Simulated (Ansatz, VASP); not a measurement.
Zn in VASP and in Ansatz

File INCAR:

```
PREC = Accurate
ENCUT = 520
EDIFF = 1E-7
ISMEAR = 0
SIGMA = 0.15
LREAL = F
LASPH = T
NELM = 100
ALGO = Fast
ISIF = 2
LWAVE = F
LCHARG = T
LELF = T
LVHAR = T
NBANDS = 12
```

File KPOINTS:

```
Automatic mesh
0
Gamma
  20 20 20
```

File POSCAR:

```
Zn
1.0
   -1.4454131396      1.5056386871      1.4856136926
    1.4454131396     -1.5056386871      1.4856136926
    1.4454131396      1.5056386871     -1.4856136926
Zn
1
Direct
    0.0000000000      0.0000000000      0.0000000000
```

Input for Ansatz:

```yaml
crystal:
  lattice:
    - [-1.4454131396, 1.5056386871, 1.4856136926]
    - [1.4454131396, -1.5056386871, 1.4856136926]
    - [1.4454131396, 1.5056386871, -1.4856136926]
  atoms:
    - { symbol: Zn, position: [0.0, 0.0, 0.0] }
basis:
  ecutwfc: 520.0
kpoints:
  mp_grid: { grid: [20, 20, 20] }
hamiltonian:
  xc: lda
  pseudopotentials: { kind: paw }
scf:
  occupations: { method: gaussian, width: 0.15 }
output:
  forces: true
  stress: true
  eigenvalues: true
```

Change from the starting cell: normal strain along x -0.0400, normal strain along z -0.0133.

Alike in both runs: task single point; functional LDA; k mesh 20 × 20 × 20; occupations gaussian, width 0.15 eV; no spin polarisation.

|  | VASP | Ansatz |
| --- | --- | --- |
| version | VASP 6.6.1 | Ansatz 0.2.0 |
| potentials or method | VASP PAW LDA potentials, release 64 (Zn), cutoff 520 eV | scalar-relativistic, plane waves, PAW |
| valence electrons in the cell | 12 | 12 |

```csv
,VASP,Ansatz,Ansatz less VASP
gap on the k mesh at the Fermi level (eV),none,none,-
pressure (GPa),7.0,6.1,-0.92
"traceless stress, the component that is largest in VASP (GPa)",-1.15,-1.19,-0.038
```

LDA's correlation is that of Perdew and Zunger in VASP and of Perdew and Wang (1992) in Ansatz. A gap of «none» marks a metal or a gap that the smearing closes.
